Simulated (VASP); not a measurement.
**Pb: single point with PBE**

Crystal: Pb.

```
Pb
1.0
     0.00000    2.51943    2.51943
     2.51943    0.00000    2.51943
     2.51943    2.51943    0.00000
Pb
1
Direct
  0.00000 0.00000 0.00000
```

| Quantity | Value |
| --- | --- |
| Program | VASP 6.6.1 |
| Task | single point |
| Functional | PBE |
| Potentials or basis | VASP PAW PBE potentials, release 64 (Pb_d) |
| Cutoff | 500 eV |
| k mesh | 8 × 8 × 8 |
| Occupations | gaussian, width 0.1 eV |
| Spin | no spin polarisation |
| Dipole correction | no |
| Further INCAR settings | ALGO = Normal; EDIFF = 1e-06; NBANDS = 13 |

* Pressure: 0.0 GPa
* Band gap on the k mesh: zero (band 7 reaches 13.70 eV, above the bottom of band 8 at 5.43 eV)

Levels at points of the mesh, in eV from the Fermi level:
```csv
k point,band 3,band 4,band 5,band 6,band 7,band 8,band 9,band 10,band 11,band 12
"(0.00, 0.00, 0.00)",-16.92,-16.80,-16.80,-11.29,7.12,7.12,7.12,9.84,10.78,12.21
"(0.50, 0.00, 0.00)",-16.91,-16.69,-16.69,-7.97,-3.83,5.40,5.40,9.12,9.31,11.00
"(0.50, 0.50, 0.00)",-16.70,-16.66,-16.66,-6.68,-2.95,2.10,2.10,5.34,6.60,18.07
```

Wall time 11 s on 1 thread of Intel(R) Xeon(R) Platinum 8375C CPU @ 2.90GHz (Ice Lake), on a shared host, peak memory 0.16 GiB.

Caveat: spin-orbit coupling is left out, which moves the levels of the heavy elements.
